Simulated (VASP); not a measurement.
# Tl2Ga (I4/mmm) in VASP: notebook, part 2 of 2

VASP 6.6.1.

## (3) Relaxation of cell and atoms, PBE

This run uses another cell than the first one, of 24.36 Å³/atom.

INCAR

```
SYSTEM = Tl2Ga
PREC = Accurate ; ENCUT = 600
EDIFF = 1E-6 ; ISMEAR = 0
SIGMA = 0.1 ; LREAL = .False.
LASPH = .True. ; NELM = 60
ALGO = Fast ; ISIF = 3
LWAVE = .False. ; LCHARG = .False.
GGA = PE ; IBRION = 2
NSW = 90 ; EDIFFG = -0.04
```

KPOINTS

```
Automatic mesh
0
Gamma
  6 6 6
  0 0 0
```

POSCAR

```
Tl2Ga
1.0
   -1.9527425796      1.9527425796      4.7903216405
    1.9527425796     -1.9527425796      4.7903216405
    1.9527425796      1.9527425796     -4.7903216405
Tl Ga
2 1
Direct
    0.6650000000      0.6650000000      0.0000000000
    0.3350000000      0.3350000000      0.0000000000
    0.0000000000      0.0000000000      0.0000000000
```

Potentials or basis: VASP PAW PBE potentials, release 64 (Tl_d, Ga_d).

Launch:

```
$ cat potpaw_PBE.64/Tl_d/POTCAR potpaw_PBE.64/Ga_d/POTCAR > POTCAR
$ mpirun -np 1 vasp_std > vasp.out
```

OUTCAR:

```text
SYSTEM = Tl2Ga
   PREC = Accurate
   ENCUT = 600
   EDIFF = 1E-6
   ISMEAR = 0
   LREAL = .False.
   LASPH = .True.
   NELM = 60
   ISIF = 3
   GGA = PE
   IBRION = 2
   NSW = 90
   EDIFFG = -0.04

 ion  position               nearest neighbor table
   1  0.665  0.665  0.000-   2 3.16   3 3.18   3 3.18   3 3.18   3 3.18   2 3.21   2 3.21   2 3.21
                             2 3.21   3 3.21
   2  0.335  0.335  0.000-   1 3.16   3 3.18   3 3.18   3 3.18   3 3.18   1 3.21   1 3.21   1 3.21
                             1 3.21   3 3.21
   3  0.000  0.000  0.000-   1 3.18   2 3.18   1 3.18   2 3.18   1 3.18   2 3.18   2 3.18   1 3.18
                             1 3.21   2 3.21

  LATTYP: Found a body centered tetragonal cell.
 ALAT       =     3.9054851592
 C/A-ratio  =     2.4531250000

  Lattice vectors:

 A1 = (  -1.9527425796,   1.9527425796,   4.7903216405)
 A2 = (   1.9527425796,  -1.9527425796,   4.7903216405)
 A3 = (   1.9527425796,   1.9527425796,  -4.7903216405)

Analysis of symmetry for initial positions (statically):
=====================================================================
 Subroutine PRICEL returns:
 Original cell was already a primitive cell.

 Routine SETGRP: Setting up the symmetry group for a
 body centered tetragonal supercell.

 Subroutine GETGRP returns: Found 16 space group operations
 (whereof 16 operations were pure point group operations)
 out of a pool of 16 trial point group operations.

The static configuration has the point symmetry D_4h.

Analysis of symmetry for dynamics (positions and initial velocities):
=====================================================================
 Subroutine PRICEL returns:
 Original cell was already a primitive cell.

 Routine SETGRP: Setting up the symmetry group for a
 body centered tetragonal supercell.

 Subroutine GETGRP returns: Found 16 space group operations
 (whereof 16 operations were pure point group operations)
 out of a pool of 16 trial point group operations.

The dynamic configuration has the point symmetry D_4h.

 Subroutine INISYM returns: Found 16 space group operations
 (whereof 16 operations are pure point group operations),
 and found     1 'primitive' translations

----------------------------------------------------------------------------------------

                                     Primitive cell

  volume of cell :      73.0659

  direct lattice vectors                    reciprocal lattice vectors
    -1.952742580  1.952742580  4.790321641     0.000000000  0.256050134  0.104377125
     1.952742580 -1.952742580  4.790321641     0.256050134  0.000000000  0.104377125
     1.952742580  1.952742580 -4.790321641     0.256050134  0.256050134  0.000000000

  length of vectors
     5.529338892  5.529338892  5.529338892     0.276507243  0.276507243  0.362109573

  position of ions in fractional coordinates (direct lattice)
     0.665000000  0.665000000  0.000000000
     0.335000000  0.335000000  0.000000000
     0.000000000  0.000000000  0.000000000

  ion indices of the primitive-cell ions
   primitive index   ion index
                 1           1
                 2           2
                 3           3

----------------------------------------------------------------------------------------

 KPOINTS: Automatic mesh

Automatic generation of k-mesh.
 Grid dimensions read from file:
[... 56 lines left out ...]
   PREC   = accura    normal or accurate (medium, high low for compatibility)
   ISTART =      0    job   : 0-new  1-cont  2-samecut
   ICHARG =      2    charge: 1-file 2-atom 10-const
   ISPIN  =      1    spin polarized calculation?
   LNONCOLLINEAR =      F non collinear calculations
   LSORBIT =      F    spin-orbit coupling
   LASPH  =      T    aspherical Exc in radial PAW
   ENCUT  =  600.0 eV  44.10 Ry    6.64 a.u.  11.04 11.04 11.04*2*pi/ulx,y,z
   NELM   =     60;   NELMIN=  2; NELMDL= -5     # of ELM steps
   EDIFF  = 0.1E-05   stopping-criterion for ELM
   LREAL  =      F    real-space projection
   EDIFFG = -.4E-01   stopping-criterion for IOM
   NSW    =     90    number of steps for IOM
   IBRION =      2    ionic relax: 0-MD 1-quasi-New 2-CG
   NFREE  =      1    steps in history (QN), initial steepest desc. (CG)
   ISIF   =      3    stress and relaxation
   ISYM   =      2    0-nonsym 1-usesym 2-fastsym
   POTIM  = 0.5000    time-step for ionic-motion
   TEBEG  =    0.0;   TEEND  =   0.0 temperature during run
   PSTRESS=    0.0 pullay stress
   NELECT =      39.0000    total number of electrons
   NUPDOWN=      -1.0000    fix difference up-down
   EMIN   =  10.00;   EMAX   =-10.00  energy-range for DOS
   EFERMI =   0.00;   METHOD = LEGACY
   ISMEAR =     0;   SIGMA  =   0.10  broadening in eV -4-tet -1-fermi 0-gaus
   EFERMI_NEDOS =   21; number of points for ismear=-14 and -15
   IALGO  =     68    algorithm
   IMIX   =      4    mixing-type and parameters
     AMIX     =   0.40;   BMIX     =  1.00
     AMIX_MAG =   1.60;   BMIX_MAG =  1.00
  volume/ion in A,a.u.               =      24.36       164.36
  Fermi-wavevector in a.u.,A,eV,Ry     =   1.327980  2.509518 23.994288  1.763530
  Thomas-Fermi vector in A             =   2.457252
   LORBIT       =      0    0 simple, 1 ext, 2 COOP (PROOUT), +10 PAW based schemes
   GGA     = PE    functional components
   LHFCALC =     F    Hartree Fock is set to
   AEXX    =    0.0000 exact exchange contribution
   IVDW    =     0    specifies the selected vdW correction
   LEPSILON=     F    determine dielectric tensor
   LRPA    =     F    only Hartree local field effects (RPA)
 conjugate gradient relaxation of ions
 non-spin polarized calculation
 RMM-DIIS sequential band-by-band and
 Gauss-broadening in eV      SIGMA  =   0.10
  energy-cutoff  :      600.00
  volume of cell :       73.07
 maximum number of plane-waves:      2462
 NGX is ok and might be reduce to    48
   NGX = 23   NGY = 23   NGZ = 23

--------------------------------------- Ionic step        1  -------------------------------------------

 number of electron      39.0000000 magnetization

 Free energy of the ion-electron system (eV)
  ---------------------------------------------------
  ext. energy  EPLUGINS =         0.00000000
  ---------------------------------------------------
  free energy    TOTEN  =        -6.87023348 eV

  energy without entropy =       -6.86172599  energy(sigma->0) =       -6.86597974

------------------------ aborting loop because EDIFF is reached ----------------------------------------

  FORCE on cell =-STRESS in cart. coord.  units (eV):
  Direction    XX          YY          ZZ          XY          YZ          ZX
  --------------------------------------------------------------------------------------
  -------------------------------------------------------------------------------------
  Total        2.2569096      2.2569096      3.4892916      0.0000000      0.0000000      0.0000000
  in kB       49.4891613     49.4891613     76.5126413      0.0000000      0.0000000      0.0000000
  external PRESSURE =      58.4969880 kB  Pullay stress =       0.0000000 kB
[... 92 lines left out ...]
  FREE ENERGIE OF THE ION-ELECTRON SYSTEM (eV)
  ---------------------------------------------------
  free  energy   TOTEN  =        -7.0529283493 eV

  energy  without entropy=       -7.0468919271  energy(sigma->0) =       -7.04991014

 E-fermi :   5.3559     XC(G=0):  -9.9838

 val. band max:        5.3427326886   @ k =  -0.1667   0.3333   0.1667
 cond. band min:       5.5161471702   @ k =   0.3333   0.3333   0.1667
 fundamental gap:      0.1734144816
 Fermi energy:         5.3559100462

 k-point     1 :       0.0000    0.0000    0.0000
  band No.  band energies     occupation
      1      -9.4088      2.00000
      2      -9.4018      2.00000
      3      -9.3957      2.00000
      4      -9.3957      2.00000
      5      -9.3904      2.00000
      6      -6.1459      2.00000
[... 613 lines left out ...]
     22       8.5939      0.00000
     23      10.2369      0.00000

 [... further k-points ...]

[... ionic steps 4 to 9 ...]

--------------------------------------- Ionic step       10  -------------------------------------------

 number of electron      38.9999994 magnetization

------------------------ aborting loop because EDIFF is reached ----------------------------------------
[... 69 lines left out ...]
--------------------------------------- Ionic step       12  -------------------------------------------

 number of electron      39.0000000 magnetization

 Free energy of the ion-electron system (eV)
  ---------------------------------------------------
  ext. energy  EPLUGINS =         0.00000000
  ---------------------------------------------------
  free energy    TOTEN  =        -7.15127762 eV

  energy without entropy =       -7.14438025  energy(sigma->0) =       -7.14782894

 E-fermi :   5.5911     XC(G=0): -10.0412

 val. band max:        5.5751371879   @ k =   0.5000   0.5000   0.3333
 cond. band min:       5.6232002334   @ k =  -0.3333   0.5000   0.1667
 fundamental gap:      0.0480630454
 Fermi energy:         5.5911146929

 k-point     1 :       0.0000    0.0000    0.0000
  band No.  band energies     occupation
      1      -9.3112      2.00000
      2      -9.2967      2.00000
      3      -9.2894      2.00000
      4      -9.2894      2.00000
      5      -9.2821      2.00000
      6      -6.0313      2.00000
[... 645 lines left out ...]
  FREE ENERGIE OF THE ION-ELECTRON SYSTEM (eV)
  ---------------------------------------------------
  free  energy   TOTEN  =        -7.1512776238 eV

  energy  without entropy=       -7.1443802502  energy(sigma->0) =       -7.14782894

 reached required accuracy - stopping structural energy minimisation
```

CONTCAR:

```text
Tl2Ga
   1.00000000000000
    -1.8740297364476028    1.8740297364476028    5.8407502122567641
     1.8740297364476028   -1.8740297364476028    5.8407502122567641
     1.8740297364476028    1.8740297364476028   -5.8407502122567641
  Tl              Ga
     2     1
Direct
     0.6538593036797301    0.6538593036797301    0.0000000000000000
     0.3461406963202698    0.3461406963202698    0.0000000000000000
     0.0000000000000000    0.0000000000000000    0.0000000000000000

  0.00000000E+00  0.00000000E+00  0.00000000E+00
  0.00000000E+00  0.00000000E+00  0.00000000E+00
  0.00000000E+00  0.00000000E+00  0.00000000E+00
```

It took 8.2 min on 1 thread of Intel Xeon 6975P-C (Granite Rapids), shared host; peak memory 0.37 GiB.

Results:

- Free energy: -7.1513 eV
- Relaxed volume: 27.35 Å³/atom
- Relaxed cell: a = 6.414 Å, b = 6.414 Å, c = 6.414 Å, α = 146.02°, β = 146.02°, γ = 48.81°
- Space group after relaxing (to 0.1 Å): I4/mmm (No. 139)
- Energy gained by relaxing: 93.7 meV/atom
- Ionic steps: 12
- Pressure after relaxing: 0.1 GPa
- Largest force after relaxing: 0.004 eV/Å
- Band gap on the k mesh: zero (an odd number of electrons rules out a gap without spin polarisation)

Forces on the atoms (eV/Å):
```
Tl   0.000  0.000 -0.004
Tl   0.000  0.000  0.004
Ga   0.000  0.000  0.000
```

The path:
| step | energy change (eV) | largest force (eV/Å) | pressure (GPa) | volume (Å³) |
| --- | --- | --- | --- | --- |
| 1 | 0.0000 | 0.1605 | 5.85 | 73.07 |
| 2 | -0.1811 | 0.0994 | 0.18 | 82.87 |
| 3 | -0.1827 | 0.0949 | -0.24 | 84.11 |
| 4 | -0.1959 | 0.1072 | -0.36 | 84.03 |
| 5 | -0.2112 | 0.1476 | -0.42 | 83.80 |
| 6 | -0.2355 | 0.2119 | -0.26 | 83.12 |
| 7 | -0.2560 | 0.1750 | 0.61 | 80.95 |
| 8 | -0.2549 | 0.2387 | -0.06 | 82.54 |
| 9 | -0.2698 | 0.2053 | 0.10 | 81.80 |
| 10 | -0.2789 | 0.0614 | -0.05 | 82.39 |
| 11 | -0.2792 | 0.0418 | -0.06 | 82.48 |
| 12 | -0.2810 | 0.0040 | 0.08 | 82.05 |

Final structure:
```
CELL_PARAMETERS angstrom
-1.87403 1.87403 5.84075
1.87403 -1.87403 5.84075
1.87403 1.87403 -5.84075
ATOMIC_POSITIONS crystal
Tl 0.65386 0.65386 0.00000
Tl 0.34614 0.34614 0.00000
Ga 0.00000 0.00000 0.00000
```

Levels at points of the mesh, in eV from the Fermi level:
```
           k point  band 15  band 16  band 17  band 18  band 19  band 20  band 21  band 22  band 23
(0.00, 0.00, 0.00)   -11.17    -9.80    -5.38    -4.71     2.28     2.54     2.54     3.02     3.72
(0.50, 0.00, 0.00)   -11.16    -6.80    -6.37    -4.90    -2.70     0.91     1.46     4.43     5.34
(0.50, 0.50, 0.00)   -11.13    -4.92    -4.02    -3.99    -2.66    -1.46    -0.84     1.54     1.72
(0.50, 0.50, 0.50)   -11.14    -8.75    -8.44    -1.25     1.06     1.59     1.59     5.32     6.00
```

Caveat: a cell axis changed by over 15 % at a fixed basis, so the end point is rough; spin-orbit coupling is left out, which moves the levels of the heavy elements.
